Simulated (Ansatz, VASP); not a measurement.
# Two plane-wave programs on ZnSiP2

Contents of POSCAR:

```
ZnSiP2
1.0
    0.0000000000      5.3417680000      0.0000000000
    5.3417680000      0.0000000000      0.0000000000
    2.6708840000      2.6708840000     -5.2635000000
Si Zn P
2 2 4
Direct
    0.5000000000      0.5000000000      0.0000000000
    0.2500000000      0.7500000000      0.5000000000
    0.0000000000      0.0000000000      0.0000000000
    0.7500000000      0.2500000000      0.5000000000
    0.3750000000      0.3890000000      0.7500000000
    0.6110000000      0.1250000000      0.2500000000
    0.8750000000      0.8610000000      0.7500000000
    0.1390000000      0.6250000000      0.2500000000
```

INCAR.step1

```
SYSTEM = ZnSiP2
PREC = Accurate
ENCUT = 550
ISMEAR = 0
SIGMA = 0.0289
LREAL = .FALSE.
LASPH = .TRUE.
NELM = 120
NBANDS = 36
GGA = PE
ALGO = Normal
EDIFF = 1E-5
LWAVE = .TRUE.
LCHARG = .FALSE.
GGA_COMPAT = .FALSE.
```

File INCAR.step2:

```
SYSTEM = ZnSiP2
PREC = Accurate
ENCUT = 550
EDIFF = 1E-6
ISMEAR = 0
SIGMA = 0.0289
LREAL = .FALSE.
LASPH = .TRUE.
NELM = 120
ALGO = Normal
ISIF = 2
LWAVE = .FALSE.
LCHARG = .TRUE.
METAGGA = R2SCAN
LMIXTAU = .TRUE.
LELF = .TRUE.
LVHAR = .TRUE.
NBANDS = 36
ISTART = 1
GGA_COMPAT = .FALSE.
```

Contents of KPOINTS:

```
Automatic mesh
0
G
  4 4 4
  0 0 0
```

Input for Ansatz:

```yaml
crystal:
  lattice:
    - [0.0, 5.341768, 0.0]
    - [5.341768, 0.0, 0.0]
    - [2.670884, 2.670884, -5.2635]
  atoms:
    - { symbol: Si, position: [0.5, 0.5, 0.0] }
    - { symbol: Si, position: [0.25, 0.75, 0.5] }
    - { symbol: Zn, position: [0.0, 0.0, 0.0] }
    - { symbol: Zn, position: [0.75, 0.25, 0.5] }
    - { symbol: P, position: [0.375, 0.389, 0.75] }
    - { symbol: P, position: [0.611, 0.125, 0.25] }
    - { symbol: P, position: [0.875, 0.861, 0.75] }
    - { symbol: P, position: [0.139, 0.625, 0.25] }
  symmetry: { tolerance: 0.0003 }
kpoints:
  mp_grid: { grid: [4, 4, 4], shift: [0, 0, 0] }
magnetization:
  spin_polarized: false
scf:
  occupations: { method: gaussian, width: 0.0289 }
hamiltonian:
  pseudopotentials: { kind: paw }
  xc: r2scan
basis:
  ecutwfc: 500
output:
  forces: true
  stress: true
  eigenvalues: true
```

Alike in both runs: task single point; functional r2SCAN; k mesh 4 × 4 × 4; occupations gaussian, width 0.0289 eV; no spin polarisation.

```csv
,VASP,Ansatz
version,VASP 6.6.1,Ansatz 0.2.0
potentials or method,"VASP PAW PBE potentials, release 64 (Si, Zn, P), cutoff 550 eV",PAW plane waves
valence electrons in the cell,52,52
```

```csv
,VASP,Ansatz,Ansatz less VASP
gap on the k mesh at the Fermi level (eV),1.62,1.60,-0.012
pressure (GPa),0.3,0.6,+0.25
"traceless stress, the component that is largest in VASP (GPa)",-0.59,-0.59,-0.004
rms of the force components (eV/Å),0.084,0.067,-0.0163
```

VASP's potentials were made for PBE, not for r2SCAN. Atom by atom the forces differ by 0.016 eV/Å (rms over components).
